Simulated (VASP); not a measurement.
# TePb (Fm-3m) in VASP: notebook

TePb is run at these levels: PBE-based screened hybrid with 25 % exact exchange, r2SCAN; tasks: single point.

All numbers are computed with VASP 6.6.1; they aren't measurements. Logs are shortened: lines on timing, memory, paths and dates and some standing lists are left out, and cuts for length are marked.

## (1) The cell of the first run

The structure is cubic, space group Fm-3m (No. 225). Conventional cell: a = 6.462 Å, b = 6.462 Å, c = 6.462 Å, α = 90.00°, β = 90.00°, γ = 90.00°. Within 4.3 Å of Pb (site symmetry m-3m) lie 6 Te at 3.23 Å. Te (site symmetry m-3m) has 6 Pb at 3.23 Å within 4.3 Å.

## (2) Single point, PBE-based screened hybrid with 25 % exact exchange

File POSCAR:

```
TePb
1.0
    0.0000000000      3.2310000000      3.2310000000
    3.2310000000      0.0000000000      3.2310000000
    3.2310000000      3.2310000000      0.0000000000
Pb Te
1 1
Direct
    0.0000000000      0.0000000000      0.0000000000
    0.5000000000      0.5000000000      0.5000000000
```

File INCAR.step1:

```
SYSTEM = TePb
ALGO = Normal
EDIFF = 1E-5
ENCUT = 520
GGA = PE
ISIF = 2
ISMEAR = -1
LASPH = .True.
LCHARG = .False.
LREAL = .False.
LWAVE = .True.
NBANDS = 17
NELM = 80
PREC = Accurate
SIGMA = 0.05
```

File INCAR.step2:

```
SYSTEM = TePb
AEXX = 0.25
ALGO = Normal
EDIFF = 1E-6
ENCUT = 520
GGA = PE
HFSCREEN = 0.3
ISIF = 2
ISMEAR = -1
ISTART = 1
LASPH = .True.
LCHARG = .False.
LHFCALC = .True.
LREAL = .False.
LWAVE = .False.
NBANDS = 17
NELM = 80
PREC = Accurate
PRECFOCK = Normal
SIGMA = 0.05
```

File KPOINTS:

```
k-points
0
Gamma
  4 4 4
  0 0 0
```

Potentials or basis: VASP PAW PBE potentials, release 64 (Pb_d, Te).

The run is started by

```bash
> cat potpaw_PBE.64/Pb_d/POTCAR potpaw_PBE.64/Te/POTCAR > POTCAR
> cp INCAR.step1 INCAR
> mpirun -np 1 vasp_std > vasp.out
> cp INCAR.step2 INCAR
> mpirun -np 1 vasp_std > vasp.out
```

OUTCAR:

```text
SYSTEM = TePb
   AEXX = 0.25
   EDIFF = 1E-6
   ENCUT = 520
   GGA = PE
   HFSCREEN = 0.3
   ISIF = 2
   ISMEAR = -1
   ISTART = 1
   LASPH = .True.
   LHFCALC = .True.
   LREAL = .False.
   NELM = 80
   PREC = Accurate
   PRECFOCK = Normal

 ion  position               nearest neighbor table
   1  0.000  0.000  0.000-   2 3.23   2 3.23   2 3.23   2 3.23   2 3.23   2 3.23
   2  0.500  0.500  0.500-   1 3.23   1 3.23   1 3.23   1 3.23   1 3.23   1 3.23

  LATTYP: Found a face centered cubic cell.
 ALAT       =     6.4620000000

  Lattice vectors:

 A1 = (   0.0000000000,   3.2310000000,   3.2310000000)
 A2 = (   3.2310000000,   0.0000000000,   3.2310000000)
 A3 = (   3.2310000000,   3.2310000000,   0.0000000000)

Analysis of symmetry for initial positions (statically):
=====================================================================
 Subroutine PRICEL returns:
 Original cell was already a primitive cell.

 Routine SETGRP: Setting up the symmetry group for a
 face centered cubic supercell.

 Subroutine GETGRP returns: Found 48 space group operations
 (whereof 48 operations were pure point group operations)
 out of a pool of 48 trial point group operations.

The static configuration has the point symmetry O_h .

Analysis of symmetry for dynamics (positions and initial velocities):
=====================================================================
 Subroutine PRICEL returns:
 Original cell was already a primitive cell.

 Routine SETGRP: Setting up the symmetry group for a
 face centered cubic supercell.

 Subroutine GETGRP returns: Found 48 space group operations
 (whereof 48 operations were pure point group operations)
 out of a pool of 48 trial point group operations.

The dynamic configuration has the point symmetry O_h .

 Subroutine INISYM returns: Found 48 space group operations
 (whereof 48 operations are pure point group operations),
 and found     1 'primitive' translations

----------------------------------------------------------------------------------------

                                     Primitive cell

  volume of cell :      67.4592

  direct lattice vectors                    reciprocal lattice vectors
     0.000000000  3.231000000  3.231000000    -0.154750851  0.154750851  0.154750851
     3.231000000  0.000000000  3.231000000     0.154750851 -0.154750851  0.154750851
     3.231000000  3.231000000  0.000000000     0.154750851  0.154750851 -0.154750851

  length of vectors
     4.569324020  4.569324020  4.569324020     0.268036337  0.268036337  0.268036337

  position of ions in fractional coordinates (direct lattice)
     0.000000000  0.000000000  0.000000000
     0.500000000  0.500000000  0.500000000

  ion indices of the primitive-cell ions
   primitive index   ion index
                 1           1
                 2           2

----------------------------------------------------------------------------------------

 KPOINTS: k-points

Automatic generation of k-mesh.
 Grid dimensions read from file:
 generate k-points for:    4    4    4

 Generating k-lattice:

  Cartesian coordinates                     Fractional coordinates (reciprocal lattice)
    -0.038687713  0.038687713  0.038687713     0.250000000  0.000000000  0.000000000
     0.038687713 -0.038687713  0.038687713     0.000000000  0.250000000  0.000000000
     0.038687713  0.038687713 -0.038687713     0.000000000  0.000000000  0.250000000

  Length of vectors
     0.067009084  0.067009084  0.067009084

  Shift w.r.t. Gamma in fractional coordinates (k-lattice)
     0.000000000  0.000000000  0.000000000

 Subroutine IBZKPT returns following result:
 ===========================================

 Found      8 irreducible k-points:

 Following reciprocal coordinates:
            Coordinates               Weight
  0.000000  0.000000  0.000000      1.000000
  0.250000  0.000000  0.000000      8.000000
  0.500000  0.000000  0.000000      4.000000
  0.250000  0.250000  0.000000      6.000000
  0.500000  0.250000  0.000000     24.000000
 -0.250000  0.250000  0.000000     12.000000
  0.500000  0.500000  0.000000      3.000000
 -0.250000  0.500000  0.250000      6.000000
   k-points           NKPTS =      8   k-points in BZ     NKDIM =     64   number of bands    NBANDS=     17
   number of dos      NEDOS =    301   number of ions     NIONS =      2
   total plane-waves  NPLWV =  46656
   dimension x,y,z NGX =    36 NGY =   36 NGZ =   36
   dimension x,y,z NGXF=    72 NGYF=   72 NGZF=   72
   ions per type =               1   1
   NGX,Y,Z   is equivalent  to a cutoff of  13.10, 13.10, 13.10 a.u.
   NGXF,Y,Z  is equivalent  to a cutoff of  26.20, 26.20, 26.20 a.u.
 SYSTEM =  TePb
   PREC   = accura    normal or accurate (medium, high low for compatibility)
   ISTART =      1    job   : 0-new  1-cont  2-samecut
   ICHARG =      0    charge: 1-file 2-atom 10-const
   ISPIN  =      1    spin polarized calculation?
   LNONCOLLINEAR =      F non collinear calculations
   LSORBIT =      F    spin-orbit coupling
   LASPH  =      T    aspherical Exc in radial PAW
   ENCUT  =  520.0 eV  38.22 Ry    6.18 a.u.   8.50  8.50  8.50*2*pi/ulx,y,z
   NELM   =     80;   NELMIN=  2; NELMDL=  0     # of ELM steps
   EDIFF  = 0.1E-05   stopping-criterion for ELM
   LREAL  =      F    real-space projection
   EDIFFG = 0.1E-04   stopping-criterion for IOM
   NSW    =      0    number of steps for IOM
   IBRION =     -1    ionic relax: 0-MD 1-quasi-New 2-CG
   NFREE  =      0    steps in history (QN), initial steepest desc. (CG)
   ISIF   =      2    stress and relaxation
   ISYM   =      3    0-nonsym 1-usesym 2-fastsym
   POTIM  = 0.5000    time-step for ionic-motion
   TEBEG  =    0.0;   TEEND  =   0.0 temperature during run
   PSTRESS=    0.0 pullay stress
   NELECT =      20.0000    total number of electrons
   NUPDOWN=      -1.0000    fix difference up-down
   EMIN   =  10.00;   EMAX   =-10.00  energy-range for DOS
   EFERMI =   0.00;   METHOD = LEGACY
   ISMEAR =    -1;   SIGMA  =   0.05  broadening in eV -4-tet -1-fermi 0-gaus
   EFERMI_NEDOS =   21; number of points for ismear=-14 and -15
   IALGO  =     38    algorithm
   IMIX   =      1    mixing-type and parameters
     AMIX     =   0.40;   BMIX     =  1.00
     AMIX_MAG =   1.60;   BMIX_MAG =  1.00
[... 31 lines left out ...]
  free energy    TOTEN  =        -8.65562805 eV

  energy without entropy =       -8.65561930  energy(sigma->0) =       -8.65562367

 E-fermi :   5.9057     XC(G=0):  -7.8994

 val. band max:        5.4242907063   @ k =   0.5000   0.0000   0.0000
 cond. band min:       6.3871482302   @ k =   0.5000   0.0000   0.0000
 fundamental gap:      0.9628575238
 Fermi energy:         5.9057223760

 k-point     1 :       0.0000    0.0000    0.0000
  band No.  band energies     occupation
      1     -13.0119      2.00000
      2     -13.0119      2.00000
      3     -12.9938      2.00000
      4     -12.9938      2.00000
      5     -12.9938      2.00000
      6      -7.7246      2.00000
      7      -0.4533      2.00000
      8       3.8701      2.00000
      9       3.8701      2.00000
     10       3.8701      2.00000
     11      10.0024      0.00000
     12      10.0024      0.00000
     13      10.0024      0.00000
     14      11.6291      0.00000
     15      11.6291      0.00000
     16      11.6291      0.00000
     17      13.2648      0.00000

 k-point     2 :       0.2500    0.0000    0.0000
  band No.  band energies     occupation
      1     -13.0198      2.00000
      2     -13.0198      2.00000
      3     -12.9927      2.00000
      4     -12.9860      2.00000
      5     -12.9860      2.00000
      6      -7.1522      2.00000
      7      -2.0901      2.00000
      8       4.0393      2.00000
      9       4.0393      2.00000
     10       4.7054      2.00000
     11       7.8561      0.00000
     12       8.2045      0.00000
     13       8.2045      0.00000
     14      11.8156      0.00000
     15      12.7898      0.00000
     16      12.7898      0.00000
     17      16.3374      0.00000

 k-point     3 :       0.5000    0.0000    0.0000
  band No.  band energies     occupation
      1     -13.0286      2.00000
      2     -13.0286      2.00000
      3     -12.9918      2.00000
      4     -12.9771      2.00000
      5     -12.9771      2.00000
      6      -6.1517      2.00000
      7      -3.8519      2.00000
      8       4.3311      2.00000
      9       4.3311      2.00000
     10       5.4243      1.99987
     11       6.3871      0.00013
     12       6.9468      0.00000
     13       6.9468      0.00000
     14      14.3885      0.00000
     15      15.2710      0.00000
     16      15.2835      0.00000
     17      15.2835      0.00000

 k-point     4 :       0.2500    0.2500    0.0000
  band No.  band energies     occupation
      1     -13.0402      2.00000
      2     -13.0064      2.00000
      3     -12.9987      2.00000
      4     -12.9814      2.00000
      5     -12.9814      2.00000
      6      -6.9710      2.00000
      7      -1.8839      2.00000
      8       2.9999      2.00000
      9       2.9999      2.00000
     10       3.8779      2.00000
     11       8.3390      0.00000
     12       9.8015      0.00000
     13      10.4372      0.00000
     14      10.4372      0.00000
     15      14.3962      0.00000
     16      14.4256      0.00000
     17      14.4256      0.00000

 k-point     5 :       0.5000    0.2500    0.0000
  band No.  band energies     occupation
      1     -13.0524      2.00000
      2     -13.0141      2.00000
      3     -12.9941      2.00000
      4     -12.9774      2.00000
      5     -12.9733      2.00000
      6      -6.0374      2.00000
      7      -3.1826      2.00000
      8       1.9097      2.00000
      9       3.0322      2.00000
     10       3.3634      2.00000
     11       8.9637      0.00000
     12       9.2395      0.00000
     13      10.4270      0.00000
     14      11.0283      0.00000
     15      15.2009      0.00000
     16      15.7170      0.00000
     17      16.5571      0.00000

 k-point     6 :      -0.2500    0.2500    0.0000
  band No.  band energies     occupation
      1     -13.0326      2.00000
      2     -13.0250      2.00000
      3     -12.9874      2.00000
      4     -12.9821      2.00000
      5     -12.9804      2.00000
      6      -6.3465      2.00000
      7      -3.0931      2.00000
      8       1.9884      2.00000
      9       4.1464      2.00000
     10       4.7490      2.00000
     11       7.3657      0.00000
     12       7.4808      0.00000
     13      10.5564      0.00000
     14      12.8257      0.00000
     15      13.1564      0.00000
     16      14.5871      0.00000
     17      15.3975      0.00000

 k-point     7 :       0.5000    0.5000    0.0000
  band No.  band energies     occupation
      1     -13.0781      2.00000
      2     -13.0035      2.00000
      3     -13.0008      2.00000
      4     -12.9679      2.00000
      5     -12.9679      2.00000
      6      -5.8637      2.00000
      7      -2.3442      2.00000
      8       0.4543      2.00000
      9       2.3012      2.00000
     10       2.3012      2.00000
     11       8.9905      0.00000
     12      11.4990      0.00000
     13      11.4990      0.00000
     14      12.8141      0.00000
     15      16.1410      0.00000
     16      16.9371      0.00000
     17      17.1738      0.00000

 k-point     8 :      -0.2500    0.5000    0.2500
  band No.  band energies     occupation
      1     -13.0588      2.00000
      2     -13.0152      2.00000
      3     -12.9864      2.00000
      4     -12.9864      2.00000
      5     -12.9679      2.00000
      6      -5.6989      2.00000
      7      -3.1351      2.00000
      8       1.2334      2.00000
      9       1.2335      2.00000
     10       4.9573      2.00000
     11       7.3889      0.00000
     12      11.1093      0.00000
     13      11.1093      0.00000
     14      12.8757      0.00000
     15      12.8757      0.00000
     16      17.1145      0.00000
     17      17.1651      0.00000

------------------------ aborting loop because EDIFF is reached ----------------------------------------

  FORCE on cell =-STRESS in cart. coord.  units (eV):
  Direction    XX          YY          ZZ          XY          YZ          ZX
  --------------------------------------------------------------------------------------
  -------------------------------------------------------------------------------------
  Total        0.4482629      0.4482629      0.4482629     -0.0000000      0.0000000     -0.0000000
  in kB       10.6463935     10.6463935     10.6463935     -0.0000000      0.0000000     -0.0000000
  external PRESSURE =      10.6463935 kB  Pullay stress =       0.0000000 kB

 VOLUME and BASIS-vectors are now :
 -----------------------------------------------------------------------------
  energy-cutoff  :      520.00
  volume of cell :       67.46
      direct lattice vectors                 reciprocal lattice vectors
     0.000000000  3.231000000  3.231000000    -0.154750851  0.154750851  0.154750851
     3.231000000  0.000000000  3.231000000     0.154750851 -0.154750851  0.154750851
     3.231000000  3.231000000  0.000000000     0.154750851  0.154750851 -0.154750851

 POSITION                                       TOTAL-FORCE (eV/Angst)
 -----------------------------------------------------------------------------------
      0.00000      0.00000      0.00000         0.000000      0.000000      0.000000
      3.23100      3.23100      3.23100        -0.000000     -0.000000     -0.000000
 -----------------------------------------------------------------------------------
    total drift:                               -0.000001      0.000001      0.000000

  FREE ENERGIE OF THE ION-ELECTRON SYSTEM (eV)
  ---------------------------------------------------
  free  energy   TOTEN  =        -8.6556280465 eV

  energy  without entropy=       -8.6556193009  energy(sigma->0) =       -8.65562367
```

It took 18 min on 1 thread of Intel Xeon 8259CL, shared host; peak memory 0.32 GiB.

What came out:

```
Free energy            : -8.6556 eV
Pressure               : 1.1 GPa
Band gap on the k mesh : 0.96 eV
```

Caveat: the k points lie up to 0.42 Å⁻¹ apart; the PAW data sets were made with another functional, which shifts forces and pressure a little; spin-orbit coupling is left out, which moves the levels of the heavy elements. A k mesh can miss the band edges.

## (3) Single point, r2SCAN, non-collinear spin, zero start, spin-orbit coupling

This run uses another cell than the first one, of 33.05 Å³/atom.

File POSCAR:

```
TePb
1.0
    0.0000000000      3.2093147829      3.2093147829
    3.2093147829      0.0000000000      3.2093147829
    3.2093147829      3.2093147829      0.0000000000
Pb Te
1 1
Direct
    0.0000000000      0.0000000000      0.0000000000
    0.5000000000      0.5000000000      0.5000000000
```

File INCAR.step1:

```
  PREC = Accurate
  ENCUT = 520
  ISMEAR = -1
  SIGMA = 0.05
  LREAL = F
  LASPH = T
  NELM = 150
  MAGMOM = 0 0 0 0 0 0
  LSORBIT = T
  GGA_COMPAT = F
  NBANDS = 32
  GGA = PE
  ALGO = Normal
  EDIFF = 1E-4
  LWAVE = T
  LCHARG = F
```

File INCAR.step2:

```
  PREC = Accurate
  ENCUT = 520
  EDIFF = 1E-6
  ISMEAR = -1
  SIGMA = 0.05
  LREAL = F
  LASPH = T
  NELM = 150
  ALGO = Normal
  ISIF = 2
  LWAVE = F
  LCHARG = T
  MAGMOM = 0 0 0 0 0 0
  LORBIT = 11
  LSORBIT = T
  GGA_COMPAT = F
  LORBMOM = T
  METAGGA = R2SCAN
  LMIXTAU = T
  LVHAR = T
  NBANDS = 32
  ISTART = 1
```

File KPOINTS:

```
regular mesh
0
Gamma
  7 7 7
```

Potentials or basis: VASP PAW PBE potentials, release 64 (Pb_d, Te).

The run is started by

```bash
> cat potpaw_PBE.64/Pb_d/POTCAR potpaw_PBE.64/Te/POTCAR > POTCAR
> cp INCAR.step1 INCAR
> mpirun -np 1 vasp_ncl > vasp.out
> cp INCAR.step2 INCAR
> mpirun -np 1 vasp_ncl > vasp.out
```

It took 16 min on 1 thread of Intel Xeon 8259CL, shared host; peak memory 0.49 GiB.

Results (log left out):

```
Free energy                                           : -83.1783 eV
Pressure                                              : 2.4 GPa
Net moment                                            : 0.00 μB per cell
Valence electrons inside the program's atomic spheres : Pb 11.88; Te 3.44
```

Moments on the atoms (μB; x, y, z):
```
Pb  0.00 0.00 0.00
Te  0.00 0.00 0.00
```

Caveat: this odd mesh misses L, so gap, dielectric constants and Born charges aren't listed; the PAW data sets were made with another functional, which shifts forces and pressure a little.

## (4) Single point, r2SCAN, non-collinear spin, zero start, spin-orbit coupling

File POSCAR:

```
TePb
1.0
    0.0000000000      3.2310000000      3.2310000000
    3.2310000000      0.0000000000      3.2310000000
    3.2310000000      3.2310000000      0.0000000000
Pb Te
1 1
Direct
    0.0000000000      0.0000000000      0.0000000000
    0.5000000000      0.5000000000      0.5000000000
```

File INCAR.step1:

```
SYSTEM = TePb
ALGO = Normal
EDIFF = 1E-4
ENCUT = 520
GGA = PE
GGA_COMPAT = .FALSE.
ISMEAR = -1
LASPH = .TRUE.
LCHARG = .FALSE.
LNONCOLLINEAR = .TRUE.
LREAL = .FALSE.
LSORBIT = .TRUE.
LWAVE = .TRUE.
MAGMOM = 0 0 0 0 0 0
NBANDS = 32
NELM = 150
PREC = Accurate
SIGMA = 0.05
```

File INCAR.step2:

```
SYSTEM = TePb
ALGO = Normal
EDIFF = 1E-6
ENCUT = 520
GGA_COMPAT = .FALSE.
ISIF = 2
ISMEAR = -1
ISTART = 1
LASPH = .TRUE.
LCHARG = .FALSE.
LMIXTAU = .TRUE.
LNONCOLLINEAR = .TRUE.
LORBIT = 11
LORBMOM = .TRUE.
LREAL = .FALSE.
LSORBIT = .TRUE.
LWAVE = .FALSE.
MAGMOM = 0 0 0 0 0 0
METAGGA = R2SCAN
NBANDS = 32
NELM = 150
PREC = Accurate
SIGMA = 0.05
```

File KPOINTS:

```
k-points
0
G
  7 7 7
  0 0 0
```

The run is started by

```bash
> cat potpaw_PBE.64/Pb_d/POTCAR potpaw_PBE.64/Te/POTCAR > POTCAR
> cp INCAR.step1 INCAR
> mpirun -np 1 vasp_ncl > vasp.out
> cp INCAR.step2 INCAR
> mpirun -np 1 vasp_ncl > vasp.out
```

Wall time 16 min (1 thread of Intel Xeon 8259CL, shared host); peak memory 0.5 GiB.

It converged, with:

```yaml
Free_energy: -83.1945 eV
Pressure: 1.4 GPa
Net_moment: 0.00 μB per cell
Valence_electrons_inside_the_program's_atomic_spheres: Pb 11.87; Te 3.44
```

Moments on the atoms (μB; x, y, z):
```
Pb  0.00 0.00 0.00
Te  0.00 0.00 0.00
```

Caveat: this odd mesh misses L, so gap, dielectric constants and Born charges aren't listed; the PAW data sets were made with another functional, which shifts forces and pressure a little.

## (5) The runs side by side

```tsv
level	spin	cell	k mesh	grid for exact exchange (PRECFOCK)	share of exact exchange	screening parameter	pressure (GPa)	moment (μB)
PBE-based screened hybrid with 25 % exact exchange	off	a = 4.569 Å, angles 60.0°, 2 atoms	4 × 4 × 4	Normal	0.25	0.3 1/Å	1.1	-
r2SCAN	non-collinear, zero start, SOC	a = 4.539 Å, angles 60.0°, 2 atoms	7 × 7 × 7	-	-	-	2.4	0.00
r2SCAN	non-collinear, zero start, SOC	a = 4.569 Å, angles 60.0°, 2 atoms	7 × 7 × 7	-	-	-	1.4	0.00
```

Alike in all rows: task single point; potentials or basis VASP PAW PBE potentials, release 64 (Pb_d, Te); cutoff (eV) 520; smearing fermi-dirac 0.05 eV.

Caveats: some runs use coarse meshes; the PAW data sets were made with another functional, which shifts forces and pressure a little; spin-orbit coupling is left out, which moves the levels of the heavy elements (at least some runs).

Total energies depend on the potentials used, so only differences within one code and one set of settings carry meaning.
